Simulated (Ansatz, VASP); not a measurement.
**BaTiO3 in VASP and in Ansatz**

```
Ba Ti O
1.0
     2.82767    1.63255    2.36409
    -2.82767    1.63255    2.36409
     0.00000   -3.26511    2.36409
Ba Ti O
1 1 3
Cartesian
  0.0000 0.0000 -0.0285
  0.0000 0.0000 3.4236
  0.0000 1.6075 2.4648
  -1.3922 -0.8038 2.4648
  1.3922 -0.8038 2.4648
```

Change from the starting cell: z stretched by +2 %, ions relaxed.

Alike in both runs: functional PBE; k mesh 8 × 8 × 8; occupations fermi-dirac, width 0.02 eV; no spin polarisation.

Ansatz relaxed the structure, and its values are those at the end. VASP's run is a single point on that final structure, the one shown.

```csv
,VASP,Ansatz
version,VASP 6.6.1,Ansatz 0.2.0
potentials or method,"VASP PAW PBE potentials, release 64 (Ba_sv, Ti_sv, O_h)","plane-wave PAW, scalar-relativistic"
plane-wave cutoff (eV),910,420
valence electrons in the cell,40,40
```

```tsv
	VASP	Ansatz	Ansatz less VASP
gap on the k mesh at the Fermi level (eV)	2.50	2.55	+0.048
rms of the force components (eV/Å)	0.021	0.001	-0.0207
```

The functional is the same, so the differences come from potentials, cutoffs and numerics. Ansatz's warnings: stress scf threshold loose.

Neither program's run includes spin-orbit coupling. Noted on VASP's run: the cutoff is short for stress, so the pressure is rough.
